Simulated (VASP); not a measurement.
Here is a VASP 6.6.1 calculation.

INCAR

```
ALGO = Normal
DIPOL = 0.5 0.5 0.334
EDIFF = 1E-6
ENCUT = 520
GGA = PE
IDIPOL = 3
ISIF = 2
ISMEAR = 0
LASPH = T
LCHARG = F
LDIPOL = T
LREAL = Auto
LWAVE = F
NBANDS = 33
NELM = 100
PREC = Accurate
SIGMA = 0.1
```

Contents of KPOINTS:

```
k-points
0
Gamma
  6 6 1
```

Contents of POSCAR:

```
Mg16O
1.0
    6.4201385705      0.0000000000      0.0000000000
   -3.2100692852      5.5600030979      0.0000000000
    0.0000000000      0.0000000000     24.7147783802
Mg O
16 1
Direct
    0.3333333333      0.1666666667      0.1618464847
    0.3333333333      0.6666666667      0.1618464847
    0.8333333333      0.1666666667      0.1618464847
    0.8333333333      0.6666666667      0.1618464847
    0.1666666667      0.3333333333      0.2657906286
    0.1666666667      0.8333333333      0.2657906286
    0.6666666667      0.3333333333      0.2657906286
    0.6666666667      0.8333333333      0.2657906286
    0.3333333333      0.1666666667      0.3682830748
    0.3333333333      0.6666666667      0.3682830748
    0.8333333333      0.1666666667      0.3682830748
    0.8333333333      0.6666666667      0.3682830748
    0.1666666667      0.3333333333      0.4739989249
    0.1666666667      0.8333333333      0.4739989249
    0.6666666667      0.3333333333      0.4739989249
    0.6666666667      0.8333333333      0.4739989249
    0.1666666667      0.3333333333      0.6006437991
```

Potentials or basis: VASP PAW PBE potentials, release 64 (Mg, O).

The run is started by

```console
$ cat potpaw_PBE.64/Mg/POTCAR potpaw_PBE.64/O/POTCAR > POTCAR
$ mpirun -np 1 vasp_std > vasp.out
```

Task: What does it give for the band gap on the k mesh?

Result: Zero (bands 19 and 20 overlap by 0.49 eV).

Task: Predict the largest force.

Result: 1.701 eV/Å.

Forces on the atoms (eV/Å):
```
Mg  -0.019  0.011 -0.078
Mg   0.000 -0.022 -0.078
Mg   0.019  0.011 -0.078
Mg   0.000  0.000 -0.075
Mg   0.000  0.000  0.006
Mg  -0.006 -0.004 -0.017
Mg   0.000  0.007 -0.017
Mg   0.006 -0.004 -0.017
Mg  -0.010  0.006  0.083
Mg   0.000 -0.012  0.083
Mg   0.010  0.006  0.083
Mg   0.000  0.000  0.072
Mg   0.000  0.000  1.119
Mg   0.010  0.006  0.205
Mg   0.000 -0.012  0.205
Mg  -0.010  0.006  0.205
O    0.000  0.000 -1.701
```
